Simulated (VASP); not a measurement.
# Y (Pm-3m) in VASP: a series of runs

The runs below take Y through single point, relaxation of cell and atoms, with revPBE.

Program: VASP 6.6.1. These are calculated values, not measurements. Logs are shortened: lines on timing, memory, paths and dates and some standing lists are left out, and cuts for length are marked.

### 1 The cell of the first run

The structure is cubic, space group Pm-3m (No. 221). The conventional cell has a = 3.438 Å, b = 3.438 Å, c = 3.438 Å, α = 90.00°, β = 90.00°, γ = 90.00°. Y (site symmetry m-3m) has 6 Y at 3.44 Å within 4.5 Å.

### 2 Single point, revPBE (volume scaled by 1.12)

Contents of INCAR:

```
SYSTEM = Y
PREC     = Accurate       ! precision mode
ENCUT    = 520            ! plane-wave cutoff, eV
EDIFF    = 1E-6           ! SCF threshold, eV
ISMEAR   = -1             ! smearing method
SIGMA    = 0.1            ! smearing width, eV
LREAL    = .FALSE.        ! projectors in reciprocal space
LASPH    = .TRUE.         ! aspherical terms in the spheres
NELM     = 100            ! most SCF steps
ALGO     = Normal         ! electronic algorithm
ISIF     = 2              ! what is computed and relaxed
LWAVE    = .FALSE.        ! write WAVECAR
LCHARG   = .FALSE.        ! write CHGCAR
GGA      = RE             ! functional
NBANDS   = 12             ! bands
```

Contents of KPOINTS:

```
regular mesh
0
G
  11 11 11
  0 0 0
```

Contents of POSCAR:

```
Y
1.0
    3.4377666593      0.0000000000      0.0000000000
    0.0000000000      3.4377666593      0.0000000000
    0.0000000000      0.0000000000      3.4377666593
Y
1
Direct
    0.0000000000      0.0000000000      0.0000000000
```

Potentials or basis: VASP PAW PBE potentials, release 64 (Y_sv).

Command:

```sh
> cat potpaw_PBE.64/Y_sv/POTCAR > POTCAR
> mpirun -np 1 vasp_std > vasp.out
```

OUTCAR:

```text
SYSTEM = Y
   PREC = Accurate
   ENCUT = 520
   EDIFF = 1E-6
   ISMEAR = -1
   LREAL = .FALSE.
   LASPH = .TRUE.
   NELM = 100
   ISIF = 2
   GGA = RE

 ion  position               nearest neighbor table
   1  0.000  0.000  0.000-

  LATTYP: Found a simple cubic cell.
 ALAT       =     3.4377666593

  Lattice vectors:

 A1 = (   3.4377666593,   0.0000000000,   0.0000000000)
 A2 = (   0.0000000000,   3.4377666593,   0.0000000000)
 A3 = (   0.0000000000,   0.0000000000,   3.4377666593)

Analysis of symmetry for initial positions (statically):
=====================================================================
 Subroutine PRICEL returns:
 Original cell was already a primitive cell.

 Routine SETGRP: Setting up the symmetry group for a
 simple cubic supercell.

 Subroutine GETGRP returns: Found 48 space group operations
 (whereof 48 operations were pure point group operations)
 out of a pool of 48 trial point group operations.

The static configuration has the point symmetry O_h .

Analysis of symmetry for dynamics (positions and initial velocities):
=====================================================================
 Subroutine PRICEL returns:
 Original cell was already a primitive cell.

 Routine SETGRP: Setting up the symmetry group for a
 simple cubic supercell.

 Subroutine GETGRP returns: Found 48 space group operations
 (whereof 48 operations were pure point group operations)
 out of a pool of 48 trial point group operations.

The dynamic configuration has the point symmetry O_h .

 Subroutine INISYM returns: Found 48 space group operations
 (whereof 48 operations are pure point group operations),
 and found     1 'primitive' translations

----------------------------------------------------------------------------------------

                                     Primitive cell

  volume of cell :      40.6284

  direct lattice vectors                    reciprocal lattice vectors
     3.437766659  0.000000000  0.000000000     0.290886526  0.000000000  0.000000000
     0.000000000  3.437766659  0.000000000     0.000000000  0.290886526  0.000000000
     0.000000000  0.000000000  3.437766659     0.000000000  0.000000000  0.290886526

  length of vectors
     3.437766659  3.437766659  3.437766659     0.290886526  0.290886526  0.290886526

  position of ions in fractional coordinates (direct lattice)
     0.000000000  0.000000000  0.000000000

  ion indices of the primitive-cell ions
   primitive index   ion index
                 1           1

----------------------------------------------------------------------------------------

 KPOINTS: regular mesh

Automatic generation of k-mesh.
 Grid dimensions read from file:
 generate k-points for:   11   11   11

 Generating k-lattice:

  Cartesian coordinates                     Fractional coordinates (reciprocal lattice)
     0.026444230  0.000000000  0.000000000     0.090909091  0.000000000  0.000000000
     0.000000000  0.026444230  0.000000000     0.000000000  0.090909091  0.000000000
     0.000000000  0.000000000  0.026444230     0.000000000  0.000000000  0.090909091

  Length of vectors
     0.026444230  0.026444230  0.026444230

  Shift w.r.t. Gamma in fractional coordinates (k-lattice)
     0.000000000  0.000000000  0.000000000

 Subroutine IBZKPT returns following result:
 ===========================================

 Found     56 irreducible k-points:

 Following reciprocal coordinates:
            Coordinates               Weight
  0.000000  0.000000  0.000000      1.000000
  0.090909  0.000000  0.000000      6.000000
  0.181818  0.000000  0.000000      6.000000
  0.272727  0.000000  0.000000      6.000000
  0.363636  0.000000  0.000000      6.000000
  0.454545  0.000000  0.000000      6.000000
[... 16 lines left out ...]
  0.181818  0.090909  0.090909     24.000000
  0.272727  0.090909  0.090909     24.000000
 [... further k-points ...]
   k-points           NKPTS =     56   k-points in BZ     NKDIM =     56   number of bands    NBANDS=     12
   number of dos      NEDOS =    301   number of ions     NIONS =      1
   total plane-waves  NPLWV =  21952
   dimension x,y,z NGX =    28 NGY =   28 NGZ =   28
   dimension x,y,z NGXF=    56 NGYF=   56 NGZF=   56
   ions per type =               1
   NGX,Y,Z   is equivalent  to a cutoff of  13.54, 13.54, 13.54 a.u.
   NGXF,Y,Z  is equivalent  to a cutoff of  27.08, 27.08, 27.08 a.u.
 SYSTEM =  Y
   PREC   = accura    normal or accurate (medium, high low for compatibility)
   ISTART =      0    job   : 0-new  1-cont  2-samecut
   ICHARG =      2    charge: 1-file 2-atom 10-const
   ISPIN  =      1    spin polarized calculation?
   LNONCOLLINEAR =      F non collinear calculations
   LSORBIT =      F    spin-orbit coupling
   LASPH  =      T    aspherical Exc in radial PAW
   ENCUT  =  520.0 eV  38.22 Ry    6.18 a.u.   6.39  6.39  6.39*2*pi/ulx,y,z
   NELM   =    100;   NELMIN=  2; NELMDL= -5     # of ELM steps
   EDIFF  = 0.1E-05   stopping-criterion for ELM
   LREAL  =      F    real-space projection
   EDIFFG = 0.1E-04   stopping-criterion for IOM
   NSW    =      0    number of steps for IOM
   IBRION =     -1    ionic relax: 0-MD 1-quasi-New 2-CG
   NFREE  =      0    steps in history (QN), initial steepest desc. (CG)
   ISIF   =      2    stress and relaxation
   ISYM   =      2    0-nonsym 1-usesym 2-fastsym
   POTIM  = 0.5000    time-step for ionic-motion
   TEBEG  =    0.0;   TEEND  =   0.0 temperature during run
   PSTRESS=    0.0 pullay stress
   NELECT =      11.0000    total number of electrons
   NUPDOWN=      -1.0000    fix difference up-down
   EMIN   =  10.00;   EMAX   =-10.00  energy-range for DOS
   EFERMI =   0.00;   METHOD = LEGACY
   ISMEAR =    -1;   SIGMA  =   0.10  broadening in eV -4-tet -1-fermi 0-gaus
   EFERMI_NEDOS =   21; number of points for ismear=-14 and -15
   IALGO  =     38    algorithm
   IMIX   =      4    mixing-type and parameters
     AMIX     =   0.40;   BMIX     =  1.00
     AMIX_MAG =   1.60;   BMIX_MAG =  1.00
  volume/ion in A,a.u.               =      40.63       274.17
  Fermi-wavevector in a.u.,A,eV,Ry     =   1.059081  2.001374 15.261020  1.121653
  Thomas-Fermi vector in A             =   2.194414
   LORBIT       =      0    0 simple, 1 ext, 2 COOP (PROOUT), +10 PAW based schemes
   GGA     = RE    functional components
   LHFCALC =     F    Hartree Fock is set to
   AEXX    =    0.0000 exact exchange contribution
   IVDW    =     0    specifies the selected vdW correction
   LEPSILON=     F    determine dielectric tensor
   LRPA    =     F    only Hartree local field effects (RPA)
 non-spin polarized calculation
  energy-cutoff  :      520.00
  volume of cell :       40.63
 maximum number of plane-waves:      1108
 NGX is ok and might be reduce to    28
   NGX = 13   NGY = 13   NGZ = 13

 number of electron      10.9999999 magnetization

 Free energy of the ion-electron system (eV)
  ---------------------------------------------------
  ext. energy  EPLUGINS =         0.00000000
  ---------------------------------------------------
  free energy    TOTEN  =        -5.37425688 eV

  energy without entropy =       -5.28497354  energy(sigma->0) =       -5.32961521

 E-fermi :   2.0829     XC(G=0):  -8.5277

 val. band max:        2.0700531493   @ k =   0.4545   0.4545   0.3636
 cond. band min:       2.0884730301   @ k =   0.1818   0.0909   0.0000
 fundamental gap:      0.0184198807
 Fermi energy:         2.0829298864

 k-point     1 :       0.0000    0.0000    0.0000
  band No.  band energies     occupation
      1     -41.2717      2.00000
      2     -21.0213      2.00000
      3     -21.0213      2.00000
      4     -21.0213      2.00000
      5      -2.1328      2.00000
      6       1.6552      1.97262
      7       1.6552      1.97262
      8       6.4864      0.00000
      9       6.4864      0.00000
     10       6.4864      0.00000
     11      11.1416      0.00000
     12      11.1416      0.00000

 k-point     2 :       0.0909    0.0000    0.0000
  band No.  band energies     occupation
      1     -41.2689      2.00000
      2     -21.0565      2.00000
      3     -21.0183      2.00000
      4     -21.0183      2.00000
      5      -1.9955      2.00000
      6       1.6962      1.95903
      7       1.7574      1.92576
      8       6.2527      0.00000
      9       6.2527      0.00000
     10       6.5016      0.00000
     11      10.4344      0.00000
     12      11.4626      0.00000

 k-point     3 :       0.1818    0.0000    0.0000
  band No.  band energies     occupation
      1     -41.2614      2.00000
      2     -21.1497      2.00000
      3     -21.0105      2.00000
      4     -21.0105      2.00000
      5      -1.6070      2.00000
      6       1.8101      1.87734
      7       2.0159      1.32317
      8       5.7322      0.00000
      9       5.7322      0.00000
     10       6.5429      0.00000
     11       9.2476      0.00000
     12      12.2320      0.00000
[... 286 lines left out ...]
 k-point    23 :       0.1818    0.0909    0.0909
  band No.  band energies     occupation
      1     -41.2559      2.00000
      2     -21.1431      2.00000
      3     -21.0437      2.00000
      4     -21.0406      2.00000
      5      -1.3392      2.00000
      6       1.9889      1.43835
      7       2.1452      0.69838
      8       5.4023      0.00000
      9       5.5238      0.00000
     10       6.1099      0.00000
     11       9.8356      0.00000
     12      11.5652      0.00000

 k-point    24 :       0.2727    0.0909    0.0909
  band No.  band energies     occupation
      1     -41.2461      2.00000
      2     -21.2619      2.00000
      3     -21.0329      2.00000
      4     -21.0300      2.00000
      5      -0.7708      2.00000
      6       2.1530      0.66322
      7       2.3743      0.10299
      8       4.9363      0.00000
      9       4.9672      0.00000
     10       6.1803      0.00000
     11       8.8679      0.00000
     12      12.2265      0.00000

 [... further k-points ...]
[... 5 lines left out ...]
  --------------------------------------------------------------------------------------
  -------------------------------------------------------------------------------------
  Total       -0.6230114     -0.6230114     -0.6230114      0.0000000     -0.0000000      0.0000000
  in kB      -24.5684309    -24.5684309    -24.5684309      0.0000000     -0.0000000      0.0000000
  external PRESSURE =     -24.5684309 kB  Pullay stress =       0.0000000 kB

 VOLUME and BASIS-vectors are now :
 -----------------------------------------------------------------------------
  energy-cutoff  :      520.00
  volume of cell :       40.63
      direct lattice vectors                 reciprocal lattice vectors
     3.437766659  0.000000000  0.000000000     0.290886526  0.000000000  0.000000000
     0.000000000  3.437766659  0.000000000     0.000000000  0.290886526  0.000000000
     0.000000000  0.000000000  3.437766659     0.000000000  0.000000000  0.290886526

 POSITION                                       TOTAL-FORCE (eV/Angst)
 -----------------------------------------------------------------------------------
      0.00000      0.00000      0.00000         0.000000      0.000000      0.000000
 -----------------------------------------------------------------------------------
    total drift:                               -0.000000     -0.000000     -0.000000

  FREE ENERGIE OF THE ION-ELECTRON SYSTEM (eV)
  ---------------------------------------------------
  free  energy   TOTEN  =        -5.3742568838 eV

  energy  without entropy=       -5.2849735434  energy(sigma->0) =       -5.32961521
```

Wall time 11 s (1 thread of Intel Xeon 6975P-C (Granite Rapids), shared host); peak memory 0.18 GiB.

What came out:

```
Free energy : -5.3743 eV
Pressure    : -2.5 GPa
```

Levels at points of the mesh, in eV from the Fermi level:
```tsv
k point	band 2	band 3	band 4	band 5	band 6	band 7	band 8	band 9
(0.00, 0.00, 0.00)	-23.10	-23.10	-23.10	-4.22	-0.43	-0.43	4.40	4.40
```

Caveat: the cell differs from its parent crystal (volume scaled by 1.12); the PAW data sets were made with another functional, which shifts forces and pressure a little.

### 3 Relaxation of cell and atoms, revPBE

This run uses another cell than the first one, of 35.65 Å³/atom, 0.878 times its volume.

Contents of INCAR:

```
PREC     = Accurate       # precision mode
ENCUT    = 600            # plane-wave cutoff, eV
EDIFF    = 1E-7           # SCF threshold, eV
ISMEAR   = -1             # smearing method
SIGMA    = 0.1            # smearing width, eV
LREAL    = False          # projectors in reciprocal space
LASPH    = True           # aspherical terms in the spheres
NELM     = 80             # most SCF steps
ALGO     = Normal         # electronic algorithm
ISIF     = 3              # what is computed and relaxed
LWAVE    = False          # write WAVECAR
LCHARG   = False          # write CHGCAR
GGA      = RE             # functional
IBRION   = 2              # ionic algorithm
NSW      = 80             # ionic steps
EDIFFG   = -0.01          # ionic threshold
```

Contents of KPOINTS:

```
Automatic mesh
0
Gamma
  10 10 10
```

Contents of POSCAR:

```
Y
1.0
    3.2912715962      0.0000000000      0.0000000000
    0.0000000000      3.2912715962      0.0000000000
    0.0000000000      0.0000000000      3.2912715962
Y
1
Direct
    0.0000000000      0.0000000000      0.0000000000
```

Potentials or basis: VASP PAW PBE potentials, release 64 (Y_sv).

Command:

```sh
> cat potpaw_PBE.64/Y_sv/POTCAR > POTCAR
> mpirun -np 1 vasp_std > vasp.out
```

Wall time 27 s (1 thread of Intel Xeon 6975P-C (Granite Rapids), shared host); peak memory 0.18 GiB.

Results (log left out):

```yaml
Free_energy: -5.4092 eV
Relaxed_volume: 36.23 Å³/atom
Relaxed_cell: a = 3.309 Å, b = 3.309 Å, c = 3.309 Å, α = 90.00°, β = 90.00°, γ = 90.00°
Space_group_after_relaxing_to_0.05_Å: Pm-3m (No. 221)
Energy_gained_by_relaxing: 0.7 meV/atom
Ionic_steps: 3
Pressure_after_relaxing: 0.0 GPa
```

The path:
```csv
step,energy change (eV),largest force (eV/Å),pressure (GPa),volume (Å³)
1,0.0000,0.0000,0.42,35.65
2,-0.0007,0.0000,0.07,36.13
3,-0.0007,0.0000,0.00,36.23
```

Final structure:
```
CELL_PARAMETERS angstrom
3.30909 0.00000 0.00000
0.00000 3.30909 0.00000
0.00000 0.00000 3.30909
ATOMIC_POSITIONS crystal
Y 0.00000 0.00000 0.00000
```

Levels at points of the mesh, in eV from the Fermi level:
```tsv
k point	band 4	band 5	band 6	band 7	band 8	band 9
(0.00, 0.00, 0.00)	-22.80	-4.41	-0.55	-0.55	4.97	4.97
(0.50, 0.00, 0.00)	-22.75	-1.76	-0.10	0.12	2.66	2.66
(0.50, 0.50, 0.00)	-22.70	-1.70	0.12	3.17	3.17	3.32
(0.50, 0.50, 0.50)	-23.26	-0.50	-0.50	-0.50	5.50	6.53
```

Caveat: the PAW data sets were made with another functional, which shifts forces and pressure a little.
